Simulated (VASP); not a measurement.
Wanted: the native input for a VASP 6.6.1 run.

```yaml
Task: single point
Functional: PBE
Potentials_or_basis: VASP PAW PBE potentials, release 64 (Si, N)
Cutoff: 520 eV
k_mesh: 2 × 2 × 2
Occupations: fermi-dirac, width 0.05 eV
Spin: collinear spin, ferromagnetic start
Starting_moments: "[0.0, 0.0, 0.0, 0.0, 0.0, 0.0, 0.0, 0.0, 0.0, 0.0, 0.0, 0.0, 0.0, 0.0, 0.0, 0.0, 1.0] μB"
Dipole_correction: no
Further_INCAR_settings: LREAL = Auto; ALGO = Normal; EDIFF = 1e-07; NBANDS = 52
```

The structure of Si16N (a cell with a defect) lies in POSCAR:

```
Si16N
1.0
    0.0000000000      5.4300000000      5.4300000000
    5.4300000000      0.0000000000      5.4300000000
    5.4300000000      5.4300000000      0.0000000000
Si N
16 1
Direct
   -0.0195957569     -0.0113068472      0.0389145855
    0.1262618807      0.1128029682      0.1420785478
    0.0258461918     -0.0323683080      0.5146690798
    0.1028491289      0.1040270185      0.6656880770
    0.0098669898      0.4870778618      0.0131904994
    0.1248076731      0.6147319241      0.1445192636
    0.0283877277      0.4713043969      0.5185667667
    0.1610487226      0.5923495531      0.6392033832
    0.5000188693     -0.0181611932      0.0086907544
    0.6092590864      0.1489072340      0.1011491012
    0.4431711012      0.0997023895      0.4609089998
    0.6555060571      0.0716490685      0.6383465654
    0.4987983051      0.5155232179      0.0013339927
    0.6343823906      0.6077068369      0.1463735008
    0.5366856969      0.4718081092      0.5198432155
    0.6604755803      0.6258881817      0.6367503947
    0.6479100554      0.8919926881      0.5526682727
```

One way to write it, as run:

INCAR

```
SYSTEM = Si16N
  PREC = Accurate
  ENCUT = 520
  EDIFF = 1E-7
  ISMEAR = -1
  SIGMA = 0.05
  LREAL = Auto
  LASPH = .True.
  NELM = 150
  ALGO = Normal
  ISIF = 2
  LWAVE = .False.
  LCHARG = .False.
  ISPIN = 2
  MAGMOM = 0 0 0 0 0 0 0 0 0 0 0 0 0 0 0 0 1
  LORBIT = 11
  GGA = PE
  NBANDS = 52
```

KPOINTS

```
Automatic mesh
0
Gamma
  2 2 2
  0 0 0
```

Potentials or basis: VASP PAW PBE potentials, release 64 (Si, N).

Command:

```console
$ cat potpaw_PBE.64/Si/POTCAR potpaw_PBE.64/N/POTCAR > POTCAR
$ mpirun -np 1 vasp_std > vasp.out
```

It gave:

```yaml
Pressure: 3.6 GPa
Largest_force: 0.046 eV/Å
Net_moment: 0.00 μB per cell
Valence_electrons_inside_the_program's_atomic_spheres: Si 1.69, 1.70, 1.71, 1.74, 1.72, 1.63, 1.64, 1.66 (each value once); N 3.84
```

Caveat: the k points lie up to 0.50 Å⁻¹ apart.

Run time: 10 min on 1 thread of Intel(R) Xeon(R) Platinum 8488C (Sapphire Rapids), on a shared host, peak memory 0.71 GiB.
